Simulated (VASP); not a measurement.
# Bi2Se3 (Paraguanajuatite) (R-3m) in VASP: further runs

The runs below take Bi2Se3 (Paraguanajuatite) through single point, with BLYP, PBEsol+D4.

Everything below comes from runs of VASP 6.6.1. Logs are shortened: lines on timing, memory, paths and dates and some standing lists are left out, and cuts for length are marked.

## Step 1: The cell of the first run

Symmetry: R-3m, No. 166, trigonal system. Conventional cell: a = 4.170 Å, b = 4.170 Å, c = 28.826 Å, α = 90.00°, β = 90.00°, γ = 120.00°. Bi (site symmetry 3m) has 6 Se at 2.87 to 3.10 Å within 3.8 Å. Within 3.8 Å of Se (site symmetry 3m) lie 3 Bi at 2.87 Å and 3 Se at 3.54 Å. Se (site symmetry -3m) has 6 Bi at 3.10 Å within 4.1 Å.

## Step 2: Single point, BLYP

INCAR

```
SYSTEM = Bi2Se3
  AGGAC = 1.0
  AGGAX = 1.0
  ALDAC = 0.0
  ALDAX = 1.0
  ALGO = Normal
  EDIFF = 1E-7
  ENCUT = 520
  GGA = B5
  ISIF = 2
  ISMEAR = -1
  LASPH = .TRUE.
  LCHARG = .TRUE.
  LELF = .TRUE.
  LREAL = .FALSE.
  LVHAR = .TRUE.
  LWAVE = .FALSE.
  NBANDS = 32
  NELM = 60
  PREC = Accurate
  SIGMA = 0.05
```

KPOINTS

```
k-points
0
G
  8 8 8
  0 0 0
```

POSCAR

```
Bi2Se3
1.0
    2.0852189429      1.2039017179      9.6085493036
   -2.0852189429      1.2039017179      9.6085493036
    0.0000000000     -2.4078034360      9.6085493036
Bi Se
2 3
Direct
    0.5992000000      0.5992000000      0.5992000000
    0.4008000000      0.4008000000      0.4008000000
    0.7883000000      0.7883000000      0.7883000000
    0.2117000000      0.2117000000      0.2117000000
    0.0000000000      0.0000000000      0.0000000000
```

Potentials or basis: VASP PAW PBE potentials, release 64 (Bi_d, Se).

The run is started by

```bash
$ cat potpaw_PBE.64/Bi_d/POTCAR potpaw_PBE.64/Se/POTCAR > POTCAR
$ mpirun -np 1 vasp_std > vasp.out
```

OUTCAR:

```text
SYSTEM = Bi2Se3
   EDIFF = 1E-7
   ENCUT = 520
   GGA = B5
   ISIF = 2
   ISMEAR = -1
   LASPH = .TRUE.
   LREAL = .FALSE.
   NELM = 60
   PREC = Accurate

 ion  position               nearest neighbor table
   1  0.599  0.599  0.599-   4 2.87   4 2.87   4 2.87   5 3.10   5 3.10   5 3.10
   2  0.401  0.401  0.401-   3 2.87   3 2.87   3 2.87   5 3.10   5 3.10   5 3.10
   3  0.788  0.788  0.788-   2 2.87   2 2.87   2 2.87
   4  0.212  0.212  0.212-   1 2.87   1 2.87   1 2.87
   5  0.000  0.000  0.000-   1 3.10   2 3.10   1 3.10   1 3.10   2 3.10   2 3.10

  LATTYP: Found a trigonal (rhomboedric) cell.
 ALAT       =     9.9056416807
 COS(alpha) =     0.9113725833

  Lattice vectors:

 A1 = (   2.0852189429,   1.2039017179,   9.6085493036)
 A2 = (  -2.0852189429,   1.2039017179,   9.6085493036)
 A3 = (   0.0000000000,  -2.4078034360,   9.6085493036)

Analysis of symmetry for initial positions (statically):
=====================================================================
 Subroutine PRICEL returns:
 Original cell was already a primitive cell.

 Routine SETGRP: Setting up the symmetry group for a
 trigonal (rhombohedral) supercell.

 Subroutine GETGRP returns: Found 12 space group operations
 (whereof 12 operations were pure point group operations)
 out of a pool of 12 trial point group operations.

The static configuration has the point symmetry D_3d.

Analysis of symmetry for dynamics (positions and initial velocities):
=====================================================================
 Subroutine PRICEL returns:
 Original cell was already a primitive cell.

 Routine SETGRP: Setting up the symmetry group for a
 trigonal (rhombohedral) supercell.

 Subroutine GETGRP returns: Found 12 space group operations
 (whereof 12 operations were pure point group operations)
 out of a pool of 12 trial point group operations.

The dynamic configuration has the point symmetry D_3d.

 Subroutine INISYM returns: Found 12 space group operations
 (whereof 12 operations are pure point group operations),
 and found     1 'primitive' translations

----------------------------------------------------------------------------------------

                                     Primitive cell

  volume of cell :     144.7277

  direct lattice vectors                    reciprocal lattice vectors
     2.085218943  1.203901718  9.608549304     0.239782974  0.138438765  0.034691328
    -2.085218943  1.203901718  9.608549304    -0.239782974  0.138438765  0.034691328
     0.000000000 -2.407803436  9.608549304     0.000000000 -0.276877529  0.034691328

  length of vectors
     9.905641681  9.905641681  9.905641681     0.279042388  0.279042388  0.279042388

  position of ions in fractional coordinates (direct lattice)
     0.599200000  0.599200000  0.599200000
     0.400800000  0.400800000  0.400800000
     0.788300000  0.788300000  0.788300000
     0.211700000  0.211700000  0.211700000
     0.000000000  0.000000000  0.000000000

  ion indices of the primitive-cell ions
   primitive index   ion index
                 1           1
                 2           2
                 3           3
                 4           4
                 5           5

----------------------------------------------------------------------------------------

 KPOINTS: k-points

Automatic generation of k-mesh.
 Grid dimensions read from file:
 generate k-points for:    8    8    8

 Generating k-lattice:

  Cartesian coordinates                     Fractional coordinates (reciprocal lattice)
     0.029972872  0.017304846  0.004336416     0.125000000  0.000000000  0.000000000
    -0.029972872  0.017304846  0.004336416     0.000000000  0.125000000  0.000000000
     0.000000000 -0.034609691  0.004336416     0.000000000  0.000000000  0.125000000

  Length of vectors
     0.034880299  0.034880299  0.034880299

  Shift w.r.t. Gamma in fractional coordinates (k-lattice)
     0.000000000  0.000000000  0.000000000

 Subroutine IBZKPT returns following result:
 ===========================================

 Found     65 irreducible k-points:

 Following reciprocal coordinates:
            Coordinates               Weight
  0.000000  0.000000  0.000000      1.000000
  0.125000  0.000000  0.000000      6.000000
  0.250000  0.000000  0.000000      6.000000
  0.375000  0.000000  0.000000      6.000000
  0.500000  0.000000  0.000000      3.000000
  0.125000  0.125000  0.000000      6.000000
[... 16 lines left out ...]
  0.250000  0.125000  0.125000      6.000000
  0.375000  0.125000  0.125000      6.000000
 [... further k-points ...]
   k-points           NKPTS =     65   k-points in BZ     NKDIM =     65   number of bands    NBANDS=     32
   number of dos      NEDOS =    301   number of ions     NIONS =      5
   total plane-waves  NPLWV = 512000
   dimension x,y,z NGX =    80 NGY =   80 NGZ =   80
   dimension x,y,z NGXF=   160 NGYF=  160 NGZF=  160
   ions per type =               2   3
   NGX,Y,Z   is equivalent  to a cutoff of  13.43, 13.43, 13.43 a.u.
   NGXF,Y,Z  is equivalent  to a cutoff of  26.85, 26.85, 26.85 a.u.
 SYSTEM =  Bi2Se3
   PREC   = accura    normal or accurate (medium, high low for compatibility)
   ISTART =      0    job   : 0-new  1-cont  2-samecut
   ICHARG =      2    charge: 1-file 2-atom 10-const
   ISPIN  =      1    spin polarized calculation?
   LNONCOLLINEAR =      F non collinear calculations
   LSORBIT =      F    spin-orbit coupling
   LASPH  =      T    aspherical Exc in radial PAW
   ENCUT  =  520.0 eV  38.22 Ry    6.18 a.u.  18.42 18.42 18.42*2*pi/ulx,y,z
   NELM   =     60;   NELMIN=  2; NELMDL= -5     # of ELM steps
   EDIFF  = 0.1E-06   stopping-criterion for ELM
   LREAL  =      F    real-space projection
   EDIFFG = 0.1E-05   stopping-criterion for IOM
   NSW    =      0    number of steps for IOM
   IBRION =     -1    ionic relax: 0-MD 1-quasi-New 2-CG
   NFREE  =      0    steps in history (QN), initial steepest desc. (CG)
   ISIF   =      2    stress and relaxation
   ISYM   =      2    0-nonsym 1-usesym 2-fastsym
   POTIM  = 0.5000    time-step for ionic-motion
   TEBEG  =    0.0;   TEEND  =   0.0 temperature during run
   PSTRESS=    0.0 pullay stress
   NELECT =      48.0000    total number of electrons
   NUPDOWN=      -1.0000    fix difference up-down
   EMIN   =  10.00;   EMAX   =-10.00  energy-range for DOS
   EFERMI =   0.00;   METHOD = LEGACY
   ISMEAR =    -1;   SIGMA  =   0.05  broadening in eV -4-tet -1-fermi 0-gaus
   EFERMI_NEDOS =   21; number of points for ismear=-14 and -15
   IALGO  =     38    algorithm
   IMIX   =      4    mixing-type and parameters
     AMIX     =   0.40;   BMIX     =  1.00
     AMIX_MAG =   1.60;   BMIX_MAG =  1.00
  volume/ion in A,a.u.               =      28.95       195.33
  Fermi-wavevector in a.u.,A,eV,Ry     =   1.133195  2.141428 17.471662  1.284131
  Thomas-Fermi vector in A             =   2.269897
   LORBIT       =      0    0 simple, 1 ext, 2 COOP (PROOUT), +10 PAW based schemes
   GGA     = B5    functional components
   LHFCALC =     F    Hartree Fock is set to
   AEXX    =    0.0000 exact exchange contribution
   IVDW    =     0    specifies the selected vdW correction
   LEPSILON=     F    determine dielectric tensor
   LRPA    =     F    only Hartree local field effects (RPA)
 non-spin polarized calculation
  energy-cutoff  :      520.00
  volume of cell :      144.73
 maximum number of plane-waves:      3929
 NGX is ok and might be reduce to    80
   NGX = 37   NGY = 37   NGZ = 37

 number of electron      47.9999999 magnetization

 Free energy of the ion-electron system (eV)
  ---------------------------------------------------
  ext. energy  EPLUGINS =         0.00000000
  ---------------------------------------------------
  free energy    TOTEN  =       -17.20563058 eV

  energy without entropy =      -17.20548457  energy(sigma->0) =      -17.20555757

 E-fermi :   5.3037     XC(G=0):  -8.8245

 val. band max:        5.1653898524   @ k =   0.0000   0.0000   0.0000
 cond. band min:       5.4382015980   @ k =   0.0000   0.0000   0.0000
 fundamental gap:      0.2728117456
 Fermi energy:         5.3036513358

 k-point     1 :       0.0000    0.0000    0.0000
  band No.  band energies     occupation
      1     -17.9129      2.00000
      2     -17.9129      2.00000
      3     -17.9112      2.00000
      4     -17.9112      2.00000
      5     -17.8992      2.00000
      6     -17.8968      2.00000
[... 24 lines left out ...]
     31      11.2786      0.00000
     32      12.4221      0.00000

 k-point     2 :       0.1250    0.0000    0.0000
  band No.  band energies     occupation
      1     -17.9150      2.00000
      2     -17.9129      2.00000
      3     -17.9098      2.00000
      4     -17.9081      2.00000
      5     -17.8973      2.00000
      6     -17.8949      2.00000
[... 24 lines left out ...]
     31      10.9256      0.00000
     32      11.4995      0.00000

 k-point     3 :       0.2500    0.0000    0.0000
  band No.  band energies     occupation
      1     -17.9212      2.00000
      2     -17.9181      2.00000
      3     -17.9035      2.00000
      4     -17.9017      2.00000
      5     -17.8981      2.00000
      6     -17.8944      2.00000
[... 24 lines left out ...]
     31      10.0635      0.00000
     32      11.6734      0.00000

 k-point     4 :       0.3750    0.0000    0.0000
  band No.  band energies     occupation
      1     -17.9283      2.00000
      2     -17.9240      2.00000
      3     -17.9016      2.00000
      4     -17.9009      2.00000
      5     -17.8978      2.00000
      6     -17.8975      2.00000
[... 24 lines left out ...]
     31       9.6986      0.00000
     32      11.6730      0.00000

 k-point     5 :       0.5000    0.0000    0.0000
  band No.  band energies     occupation
      1     -17.9314      2.00000
      2     -17.9265      2.00000
      3     -17.9030      2.00000
      4     -17.9008      2.00000
      5     -17.8988      2.00000
      6     -17.8970      2.00000
[... 584 lines left out ...]
     31      10.2629      0.00000
     32      12.2418      0.00000

 k-point    22 :       0.1250    0.1250    0.1250
  band No.  band energies     occupation
      1     -17.9129      2.00000
      2     -17.9129      2.00000
      3     -17.9112      2.00000
      4     -17.9112      2.00000
      5     -17.8992      2.00000
      6     -17.8968      2.00000
[... 24 lines left out ...]
     31      11.2764      0.00000
     32      12.2335      0.00000

 k-point    23 :       0.2500    0.1250    0.1250
  band No.  band energies     occupation
      1     -17.9150      2.00000
      2     -17.9129      2.00000
      3     -17.9098      2.00000
      4     -17.9081      2.00000
      5     -17.8972      2.00000
      6     -17.8950      2.00000
[... 24 lines left out ...]
     31      10.8936      0.00000
     32      11.6757      0.00000

 k-point    24 :       0.3750    0.1250    0.1250
  band No.  band energies     occupation
      1     -17.9212      2.00000
      2     -17.9181      2.00000
      3     -17.9035      2.00000
      4     -17.9017      2.00000
      5     -17.8981      2.00000
      6     -17.8944      2.00000
[... 24 lines left out ...]
     31      10.1525      0.00000
     32      11.7404      0.00000

 [... further k-points ...]
[... 5 lines left out ...]
  --------------------------------------------------------------------------------------
  -------------------------------------------------------------------------------------
  Total        4.6953512      4.6953512      4.3926677      0.0000000     -0.0000000      0.0000000
  in kB       51.9788778     51.9788778     48.6280847      0.0000000     -0.0000000      0.0000000
  external PRESSURE =      50.8619467 kB  Pullay stress =       0.0000000 kB

 VOLUME and BASIS-vectors are now :
 -----------------------------------------------------------------------------
  energy-cutoff  :      520.00
  volume of cell :      144.73
      direct lattice vectors                 reciprocal lattice vectors
     2.085218943  1.203901718  9.608549304     0.239782974  0.138438765  0.034691328
    -2.085218943  1.203901718  9.608549304    -0.239782974  0.138438765  0.034691328
     0.000000000 -2.407803436  9.608549304     0.000000000 -0.276877529  0.034691328

 POSITION                                       TOTAL-FORCE (eV/Angst)
 -----------------------------------------------------------------------------------
      0.00000     -0.00000     17.27233         0.000000     -0.000000      0.089040
      0.00000     -0.00000     11.55332         0.000000      0.000000     -0.089040
      0.00000     -0.00000     22.72326         0.000000     -0.000000      0.191069
      0.00000     -0.00000      6.10239         0.000000      0.000000     -0.191069
      0.00000      0.00000      0.00000         0.000000      0.000000      0.000000
 -----------------------------------------------------------------------------------
    total drift:                                0.000000      0.000000     -0.000000

  FREE ENERGIE OF THE ION-ELECTRON SYSTEM (eV)
  ---------------------------------------------------
  free  energy   TOTEN  =       -17.2056305809 eV

  energy  without entropy=      -17.2054845660  energy(sigma->0) =      -17.20555757
```

Run time: 23 min. Hardware: 1 thread of Intel Xeon 6975P-C (Granite Rapids), shared host; peak memory 1 GiB.

What came out:

| Item | Value |
| --- | --- |
| Free energy | -17.2056 eV |
| Pressure | 5.1 GPa |
| Largest force | 0.191 eV/Å |
| Band gap on the k mesh | 0.27 eV, direct |

Forces on the atoms (eV/Å):
```
Bi   0.000  0.000  0.089
Bi   0.000  0.000 -0.089
Se   0.000  0.000  0.191
Se   0.000  0.000 -0.191
Se   0.000  0.000  0.000
```

Caveat: the PAW data sets were made with another functional, which shifts forces and pressure a little; spin-orbit coupling is left out, which moves the levels of the heavy elements. A k mesh can miss the band edges.

## Step 3: Single point, BLYP

This run uses another cell than the first one, of 29.51 Å³/atom, 1.020 times its volume.

INCAR

```
SYSTEM = Bi2Se3
  PREC = Accurate
  ENCUT = 520
  EDIFF = 1E-7
  ISMEAR = -1
  SIGMA = 0.05
  LREAL = .FALSE.
  LASPH = .TRUE.
  NELM = 80
  ALGO = Normal
  ISIF = 2
  LWAVE = .FALSE.
  LCHARG = .FALSE.
  GGA = B5
  ALDAX = 1.0
  AGGAX = 1.0
  AGGAC = 1.0
  ALDAC = 0.0
  NBANDS = 32
```

KPOINTS

```
regular mesh
0
G
  8 8 8
  0 0 0
```

Edit POSCAR of step 2 so:

```diff
@@ -2,5 +2,5 @@
 1.0
-    2.0852189429      1.2039017179      9.6085493036
-   -2.0852189429      1.2039017179      9.6085493036
-    0.0000000000     -2.4078034360      9.6085493036
+    2.0987597050      1.2117194806      9.6709442292
+   -2.0987597050      1.2117194806      9.6709442292
+    0.0000000000     -2.4234389614      9.6709442292
 Bi Se
```

Potentials or basis: VASP PAW PBE potentials, release 64 (Bi_d, Se).

The run is started by

```bash
$ cat potpaw_PBE.64/Bi_d/POTCAR potpaw_PBE.64/Se/POTCAR > POTCAR
$ mpirun -np 1 vasp_std > vasp.out
```

It took 24 min on 1 thread of Intel Xeon 6975P-C (Granite Rapids), shared host; peak memory 1 GiB.

Results (log left out):

| Property | Result |
| --- | --- |
| Free energy | -17.2847 eV |
| Pressure | 3.8 GPa |
| Largest force | 0.049 eV/Å |
| Band gap on the k mesh | 0.28 eV, direct |

Forces in eV/Å, atoms in the order of the input:
```
Bi   0.000  0.000  0.035
Bi   0.000  0.000 -0.035
Se   0.000  0.000  0.049
Se   0.000  0.000 -0.049
Se   0.000  0.000  0.000
```

Stress tensor (GPa, compression positive):
```
3.88 0.00 0.00
0.00 3.88 0.00
0.00 0.00 3.57
```

Levels at points of the mesh, in eV from the valence-band top:
| k point | band 20 | band 21 | band 22 | band 23 | band 24 | band 25 | band 26 | band 27 | band 28 | band 29 |
| --- | --- | --- | --- | --- | --- | --- | --- | --- | --- | --- |
| (0.00, 0.00, 0.00) | -1.75 | -1.75 | -1.09 | -1.09 | 0.00 | 0.28 | 1.39 | 1.39 | 2.12 | 2.61 |
| (0.50, 0.00, 0.00) | -2.82 | -2.80 | -1.96 | -1.12 | -0.51 | 0.90 | 1.90 | 2.99 | 3.04 | 3.94 |
| (0.50, 0.50, 0.00) | -2.41 | -1.77 | -1.73 | -1.49 | -0.93 | 1.41 | 1.98 | 2.51 | 2.90 | 3.38 |
| (0.50, 0.50, 0.50) | -1.52 | -1.49 | -1.25 | -1.25 | -0.43 | 0.69 | 1.67 | 1.67 | 2.02 | 2.30 |

Caveat: the PAW data sets were made with another functional, which shifts forces and pressure a little; spin-orbit coupling is left out, which moves the levels of the heavy elements. A k mesh can miss the band edges.

## Step 4: Single point, PBEsol+D4

This run uses another cell than the first one, of 28.38 Å³/atom, 0.980 times its volume.

INCAR

```
SYSTEM = Bi2Se3
ALGO     = Normal         ! electronic algorithm
EDIFF    = 1E-7           ! SCF threshold, eV
ENCUT    = 520            ! plane-wave cutoff, eV
GGA      = PS             ! functional
ISIF     = 2              ! what is computed and relaxed
ISMEAR   = -1             ! smearing method
IVDW     = 13             ! dispersion correction
LASPH    = .True.         ! aspherical terms in the spheres
LCHARG   = .False.        ! write CHGCAR
LREAL    = .False.        ! projectors in reciprocal space
LWAVE    = .False.        ! write WAVECAR
NBANDS   = 32             ! bands
NELM     = 80             ! most SCF steps
PREC     = Accurate       ! precision mode
SIGMA    = 0.02           ! smearing width, eV
```

KPOINTS

```
k-points
0
Gamma
  8 8 8
  0 0 0
```

POSCAR

```
Bi2Se3
1.0
    2.0715000000      1.1959810826      9.5453333333
   -2.0715000000      1.1959810826      9.5453333333
    0.0000000000     -2.3919621653      9.5453333333
Bi Se
2 3
Direct
    0.4008000000      0.4008000001      0.4008000000
    0.5992000000      0.5991999999      0.5992000000
    0.7883000000      0.7883000000      0.7883000000
    0.2117000000      0.2117000000      0.2117000000
    0.0000000000      0.0000000000      0.0000000000
```

The run is started by

```bash
$ cat potpaw_PBE.64/Bi_d/POTCAR potpaw_PBE.64/Se/POTCAR > POTCAR
$ mpirun -np 1 vasp_std > vasp.out
```

Run time: 25 min. Hardware: 1 thread of Intel Xeon Platinum 8488C (Sapphire Rapids), shared host; peak memory 1 GiB.

Results (log left out):

| Property | Result |
| --- | --- |
| Free energy | -23.3120 eV |
| Pressure | -1.6 GPa |
| Largest force | 0.164 eV/Å |
| Band gap on the k mesh | 0.13 eV, direct |
| Dispersion energy per atom | -0.253 eV |

Forces in eV/Å, atoms in the order of the input:
```
Bi   0.000  0.000 -0.164
Bi   0.000  0.000  0.164
Se   0.000  0.000  0.075
Se   0.000  0.000 -0.075
Se   0.000  0.000  0.000
```

Levels at points of the mesh, in eV from the valence-band top:
```csv
k point,band 21,band 22,band 23,band 24,band 25,band 26,band 27,band 28
"(0.00, 0.00, 0.00)",-1.87,-1.20,-1.20,0.00,0.13,1.36,1.36,2.07
"(0.50, 0.00, 0.00)",-3.02,-2.17,-1.23,-0.56,0.77,1.89,2.90,3.13
"(0.50, 0.50, 0.00)",-1.92,-1.90,-1.64,-1.01,1.28,1.90,2.57,2.95
"(0.50, 0.50, 0.50)",-1.58,-1.37,-1.37,-0.47,0.58,1.67,1.67,2.01
```

Caveat: the PAW data sets were made with another functional, which shifts forces and pressure a little; spin-orbit coupling is left out, which moves the levels of the heavy elements.

## Step 5: The runs side by side

```csv
level,cell,smearing,gap on the mesh (eV),pressure (GPa),largest force (eV/Å)
BLYP,"a = 9.906 Å, angles 24.3°, 5 atoms",fermi-dirac 0.05 eV,0.27,5.1,0.19
BLYP,"a = 9.970 Å, angles 24.3°, 5 atoms",fermi-dirac 0.05 eV,0.28,3.8,0.05
PBEsol+D4,"a = 9.840 Å, angles 24.3°, 5 atoms",fermi-dirac 0.02 eV,0.13,-1.6,0.16
```

Alike in all rows: task single point; potentials or basis VASP PAW PBE potentials, release 64 (Bi_d, Se); no spin polarisation; k mesh 8 × 8 × 8; cutoff (eV) 520.

Caveats: the PAW data sets were made with another functional, which shifts forces and pressure a little; spin-orbit coupling is left out, which moves the levels of the heavy elements.

Total energies depend on the potentials used, so only differences within one code and one set of settings carry meaning.
